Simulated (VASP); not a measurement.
Sb2Se3, 5 atoms in the cell. The structure is hexagonal, space group P-6m2 (No. 187). Conventional cell: a = 6.488 Å, b = 6.488 Å, c = 3.979 Å, α = 90.00°, β = 90.00°, γ = 120.00°. Within 3.7 Å of Sb (site symmetry -6m2) lie 6 Se at 2.84 Å. Within 4.3 Å of Sb (site symmetry -6m2) lie 6 Se at 3.25 Å and 8 Sb at 3.98 to 4.24 Å. Within 3.7 Å of Se (site symmetry mm2) lie 4 Sb at 2.84 to 3.25 Å and 4 Se at 2.98 to 3.51 Å. 

- Program: VASP 6.6.1
- Task: single point
- Functional: PBE
- Potentials or basis: VASP PAW PBE potentials, release 64 (Sb, Se)
- Cutoff: 500 eV
- k mesh: 2 × 2 × 3
- Occupations: gaussian, width 0.15 eV
- Spin: no spin polarisation
- Dipole correction: no
- Further INCAR settings: ALGO = Normal; EDIFF = 1e-06; NBANDS = 22

Potentials or basis: VASP PAW PBE potentials, release 64 (Sb, Se).

Command:

```bash
$ cat potpaw_PBE.64/Sb/POTCAR potpaw_PBE.64/Se/POTCAR > POTCAR
$ mpirun -np 1 vasp_std > vasp.out
```

Hardware: 1 thread of AMD EPYC 7R13, on a shared host.

Task: How long does it take, and how much memory?

Result: It took 36 s on 1 thread of AMD EPYC 7R13, with other jobs on the host, peak memory 0.2 GiB. Counts: scf iterations 14, k points 4.
